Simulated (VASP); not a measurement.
Input of a VASP 6.6.1 run:

File INCAR:

```
PREC = Accurate
ENCUT = 520
EDIFF = 1E-6
ISMEAR = 0
SIGMA = 0.15
LREAL = F
LASPH = T
NELM = 100
ALGO = Fast
ISIF = 2
LWAVE = F
LCHARG = F
GGA = PE
NBANDS = 12
```

KPOINTS

```
regular mesh
0
Gamma
  20 20 20
```

POSCAR

```
Ti
1.0
    0.0000000000      2.0300000000      1.8676000000
    2.0300000000      0.0000000000      1.8676000000
    2.0300000000      2.0300000000      0.0000000000
Ti
1
Direct
    0.0000000000      0.0000000000      0.0000000000
```

Potentials or basis: VASP PAW PBE potentials, release 64 (Ti_sv).

Launch:

```bash
$ cat potpaw_PBE.64/Ti_sv/POTCAR > POTCAR
$ mpirun -np 1 vasp_std > vasp.out
```

Question: What does it give for the pressure?

Answer: 15.5 GPa.

Question: Estimate the band gap on the k mesh.

Answer: Zero (bands 6 and 7 overlap by 1.54 eV).

Stress tensor (GPa, compression positive):
```
14.63  0.00  0.00
 0.00 14.63  0.00
 0.00  0.00 17.26
```

Caveat: the cell differs from its parent crystal (strain +0.000 along x and y, -0.080 along z); the cell stands under pressure.
